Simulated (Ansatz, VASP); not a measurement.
# One calculation of NaBeF3, two programs

INCAR

```
  ALGO = Normal
  EDIFF = 1E-6
  ENCUT = 520
  GGA = PE
  ISIF = 2
  ISMEAR = 0
  LASPH = T
  LCHARG = T
  LELF = T
  LREAL = F
  LVHAR = T
  LWAVE = F
  NBANDS = 41
  NELM = 100
  PREC = Accurate
  SIGMA = 0.1
```

The input KPOINTS:

```
k-points
0
Gamma
  6 4 2
```

Contents of POSCAR:

```
NaBeF3
1.0
    2.9448002807      0.0000000000      0.0000000000
    0.0000000000      5.1154580972      0.0000000000
    0.0000000000      0.0000000000      9.6649370276
Na Be F
2 2 6
Direct
    0.0000000000      0.2318240217      0.9020502578
    0.0000000000      0.7681759783      0.4020502578
    0.5000000000      0.2517558050      0.2231703862
    0.5000000000      0.7482441950      0.7231703862
    0.0000000000      0.3743800324      0.2847174498
    0.0000000000      0.6256199676      0.7847174498
    0.5000000000      0.9697420281      0.2718354341
    0.5000000000      0.0302579719      0.7718354341
    0.5000000000      0.3025923216      0.0687509213
    0.5000000000      0.6974076784      0.5687509213
```

Input for Ansatz:

```yaml
crystal:
  lattice:
    - [2.9448002807, 0.0, 0.0]
    - [0.0, 5.1154580972, 0.0]
    - [0.0, 0.0, 9.6649370276]
  atoms:
    - { symbol: Na, position: [0.0, 0.2318240217, 0.9020502578] }
    - { symbol: Na, position: [0.0, 0.7681759783, 0.4020502578] }
    - { symbol: Be, position: [0.5, 0.251755805, 0.2231703862] }
    - { symbol: Be, position: [0.5, 0.748244195, 0.7231703862] }
    - { symbol: F, position: [0.0, 0.3743800324, 0.2847174498] }
    - { symbol: F, position: [0.0, 0.6256199676, 0.7847174498] }
    - { symbol: F, position: [0.5, 0.9697420281, 0.2718354341] }
    - { symbol: F, position: [0.5, 0.0302579719, 0.7718354341] }
    - { symbol: F, position: [0.5, 0.3025923216, 0.0687509213] }
    - { symbol: F, position: [0.5, 0.6974076784, 0.5687509213] }
basis:
  ecutwfc: 420
kpoints:
  mp_grid: { grid: [6, 4, 2] }
hamiltonian:
  xc: pbe
scf:
  occupations: { method: gaussian, width: 0.1 }
  lower_state_search: "off"
output:
  forces: true
  stress: true
  eigenvalues: true
```

Change from the starting cell: the structure that the rattled cell fell into.

Alike in both runs: task single point; functional PBE; k mesh 6 × 4 × 2; occupations gaussian, width 0.1 eV; no spin polarisation.

|  | VASP | Ansatz |
| --- | --- | --- |
| version | VASP 6.6.1 | Ansatz 0.2.0 |
| potentials or method | VASP PAW PBE potentials, release 64 (Na_pv, Be, F), cutoff 520 eV | scalar-relativistic, plane waves, PAW |
| valence electrons in the cell | 60 | 64 |

```tsv
	VASP	Ansatz	Ansatz less VASP
gap on the k mesh at the Fermi level (eV)	6.78	6.79	+0.013
least direct gap on the mesh (eV)	6.78	6.79	+0.013
pressure (GPa)	0.1	0.2	+0.03
traceless stress, the component that is largest in VASP (GPa)	0.61	0.65	+0.040
rms of the force components (eV/Å)	0.042	0.050	+0.0077
```

Atom by atom the forces differ by 0.016 eV/Å (rms over components). VASP's potentials hold 60 valence electrons a cell and Ansatz's 64, so a difference there can come from the potentials and not from the codes.
